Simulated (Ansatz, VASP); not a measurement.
# ZnSe: VASP beside Ansatz

INCAR

```
SYSTEM = ZnSe
  PREC = Accurate
  ENCUT = 500
  EDIFF = 1E-6
  ISMEAR = 0
  SIGMA = 0.1
  LREAL = .FALSE.
  LASPH = .TRUE.
  NELM = 200
  ALGO = Normal
  ISIF = 2
  LWAVE = .FALSE.
  LCHARG = .FALSE.
  ISPIN = 2
  MAGMOM = 0 0
  LORBIT = 11
  GGA = PE
  NBANDS = 20
  GGA_COMPAT = .FALSE.
```

The input KPOINTS:

```
Automatic mesh
0
G
  4 4 4
  0 0 0
```

File POSCAR:

```
ZnSe
1.0
    0.0000000000      2.8324425407      2.8324425407
    2.8324425407      0.0000000000      2.8324425407
    2.8324425407      2.8324425407      0.0000000000
Zn Se
1 1
Direct
    0.0000000000      0.0000000000      0.0000000000
    0.7500000000      0.7500000000      0.7500000000
```

Input for Ansatz:

```yaml
crystal:
  lattice:
    - [0.0, 2.8324425407, 2.8324425407]
    - [2.8324425407, 0.0, 2.8324425407]
    - [2.8324425407, 2.8324425407, 0.0]
  atoms:
    - { symbol: Zn, position: [0.0, 0.0, 0.0] }
    - { symbol: Se, position: [0.75, 0.75, 0.75] }
basis:
  ecutwfc: 420
kpoints:
  mp_grid: { grid: [4, 4, 4] }
  band_path: { path: [[0, 0, 0], [0.5, 0, 0], [0.5, 0.5, 0.5]], npoints: 8 }
hamiltonian:
  xc: pbe
scf:
  occupations: { method: gaussian, width: 0.1 }
  max_iter: 97
output:
  forces: true
  stress: true
  eigenvalues: true
magnetization:
  spin_polarized: true
  initial_magnetization: 4.0
```

Alike in both runs: task single point; functional PBE; k mesh 4 × 4 × 4; occupations gaussian, width 0.1 eV; collinear spin.

|  | VASP | Ansatz |
| --- | --- | --- |
| version | VASP 6.6.1 | Ansatz 0.2.0 |
| potentials or method | VASP PAW PBE potentials, release 64 (Zn, Se), cutoff 500 eV | scalar-relativistic, plane waves, PAW |
| valence electrons in the cell | 18 | 28 |

Ansatz gave:

| Property | Result |
| --- | --- |
| gap on the k mesh at the Fermi level (eV) | 1.28 |
| least direct gap on the mesh (eV) | 1.28 |
| pressure (GPa) | 2.5 |
| net moment per atom (μB) | 0.00 |

Question: What did VASP give for the same quantities?

Answer: gap on the k mesh at the Fermi level (eV): 1.28; least direct gap on the mesh (eV): 1.28; pressure (GPa): 2.8; net moment per atom (μB): 0.00.

VASP's potentials hold 18 valence electrons a cell and Ansatz's 28, so a difference there can come from the potentials and not from the codes. Ansatz's warnings: seeded moment not kept.

The k mesh is coarse, so the values compare programs but aren't converged.
